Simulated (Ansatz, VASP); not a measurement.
## GaS5 in VASP and in Ansatz

```
Ga S
1.0
    -3.40178    3.40178    2.52994
     3.40178   -3.40178    2.52994
     3.40178    3.40178   -2.52994
Ga S
1 5
Cartesian
  0.0000 3.4018 1.2650
  4.9891 1.5360 -0.2340
  1.5360 1.8145 0.2340
  -1.5873 1.8658 2.2960
  1.8658 1.5873 2.7639
  0.0000 0.0000 0.0000
```

Alike in both runs: task relaxation of cell and atoms; functional PBE; k mesh 8 × 8 × 8; occupations gaussian, width 0.1 eV; no spin polarisation.

|  | VASP | Ansatz |
| --- | --- | --- |
| version | VASP 6.6.1 | Ansatz 0.2.0 |
| potentials or method | VASP PAW PBE potentials, release 64 (Ga_d, S), cutoff 600 eV | scalar-relativistic, plane waves, PAW |
| valence electrons in the cell | 43 | 43 |

Ansatz gave:

| Property | Result |
| --- | --- |
| gap on the k mesh at the Fermi level, each at its own relaxed structure (eV) | none |
| relaxed volume (Å³/atom) | 19.94 |
| relaxed cell length with the largest relative difference (Å) | 5.474 |

Task: What did VASP give for the same quantities?

Result: gap on the k mesh at the Fermi level, each at its own relaxed structure (eV): none; relaxed volume (Å³/atom): 19.92; relaxed cell length with the largest relative difference (Å): 5.471.

A gap of «none» marks a metal or a gap that the smearing closes.
